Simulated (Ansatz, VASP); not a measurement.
## SiC in VASP and in Ansatz

File INCAR:

```
SYSTEM = SiC
PREC = Accurate ; ENCUT = 520
EDIFF = 1E-6 ; ISMEAR = 0
SIGMA = 0.05 ; LREAL = .FALSE.
LASPH = .TRUE. ; NELM = 100
ALGO = Normal ; ISIF = 2
LWAVE = .FALSE. ; LCHARG = .FALSE.
NBANDS = 26
```

File KPOINTS:

```
Automatic mesh
0
G
  10 10 3
  0 0 0
```

File POSCAR:

```
SiC
1.0
   -3.0759982064      0.0000000000      0.0000000000
   -1.5379991032     -2.6638925888      0.0000000000
   -1.2303992826      0.0000000000     10.0960000000
Si C
4 4
Direct
    0.0718333333      0.3333333333      0.6537500000
    0.2718333333      0.3333333333      0.1537500000
    0.3051666667      0.6666666667      0.9037500000
    0.5051666667      0.6666666667      0.4037500000
   -0.0051666667      0.3333333333      0.8462500000
    0.1948333333      0.3333333333      0.3462500000
    0.6281666667      0.6666666667      0.0962500000
    0.4281666667      0.6666666667      0.5962500000
```

Input for Ansatz:

```yaml
crystal:
  lattice:
    - [-3.0759982064, 0.0, 0.0]
    - [-1.5379991032, -2.6638925888, 0.0]
    - [-1.2303992826, 0.0, 10.096]
  atoms:
    - { symbol: Si, position: [0.0718333333, 0.3333333333, 0.65375] }
    - { symbol: Si, position: [0.2718333333, 0.3333333333, 0.15375] }
    - { symbol: Si, position: [0.3051666667, 0.6666666667, 0.90375] }
    - { symbol: Si, position: [0.5051666667, 0.6666666667, 0.40375] }
    - { symbol: C, position: [-0.0051666667, 0.3333333333, 0.84625] }
    - { symbol: C, position: [0.1948333333, 0.3333333333, 0.34625] }
    - { symbol: C, position: [0.6281666667, 0.6666666667, 0.09625] }
    - { symbol: C, position: [0.4281666667, 0.6666666667, 0.59625] }
basis:
  ecutwfc: 420
kpoints:
  mp_grid: { grid: [10, 10, 3] }
hamiltonian:
  xc: lda
scf:
  occupations: { method: gaussian, width: 0.05 }
output:
  forces: true
  stress: true
  eigenvalues: true
  write_density: true
  write_potential: true
  elf: true
  volumetric_format: npy
```

Alike in both runs: task single point; functional LDA; k mesh 10 × 10 × 3; occupations gaussian, width 0.05 eV; no spin polarisation.

|  | VASP | Ansatz |
| --- | --- | --- |
| version | VASP 6.6.1 | Ansatz 0.2.0 |
| potentials or method | VASP PAW LDA potentials, release 64 (Si, C), cutoff 520 eV | scalar-relativistic, plane waves, PAW |
| valence electrons in the cell | 32 | 32 |

```csv
,VASP,Ansatz,Ansatz less VASP
gap on the k mesh at the Fermi level (eV),0.52,0.53,+0.008
least direct gap on the mesh (eV),1.36,1.37,+0.009
pressure (GPa),-4.4,-4.8,-0.40
"traceless stress, the component that is largest in VASP (GPa)",7.85,7.84,-0.009
rms of the force components (eV/Å),0.605,0.605,-0.0003
```

LDA's correlation is that of Perdew and Zunger in VASP and of Perdew and Wang (1992) in Ansatz. Atom by atom the forces differ by 0.004 eV/Å (rms over components).
